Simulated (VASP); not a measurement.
Runs of VASP 6.6.1 on Bi. The structure is that of space group P6_3/mmc (No. 194), or close to it. The cells are those of the table. 

| task | cell | gap on the mesh (eV) | pressure (GPa) |
| --- | --- | --- | --- |
| single point | a = 4.562, b = 4.562, c = 11.711 Å, angles 90.0, 90.0, 120.0°, 2 atoms | none | -3.3 |
| single point | a = 4.633, b = 4.633, c = 11.356 Å, angles 90.0, 90.0, 120.0°, 2 atoms | none | -3.2 |
| electric field gradients | a = 4.478, b = 4.478, c = 11.669 Å, angles 90.0, 90.0, 120.0°, 2 atoms | none | (b) |
| electric field gradients | a = 4.462, b = 4.462, c = 11.628 Å, angles 90.0, 90.0, 120.0°, 2 atoms | none | -3.6 |
| single point | a = 4.613, b = 4.613, c = 12.023 Å, angles 90.0, 90.0, 120.0°, 2 atoms | none | (a) |

Alike in all rows: level PBE; potentials or basis VASP PAW PBE potentials, release 64 (Bi_d); no spin polarisation; k mesh 9 × 9 × 3; cutoff (eV) 520; smearing fermi-dirac 0.03 eV.

Estimate the missing entries.

(a) -3.0; (b) -3.5.

Caveats: spin-orbit coupling is left out, which moves the levels of the heavy elements.

A k mesh can miss the band edges, and the runs leave out spin-orbit coupling on Bi.

A gap of «none» marks levels without a gap at the run's occupations.
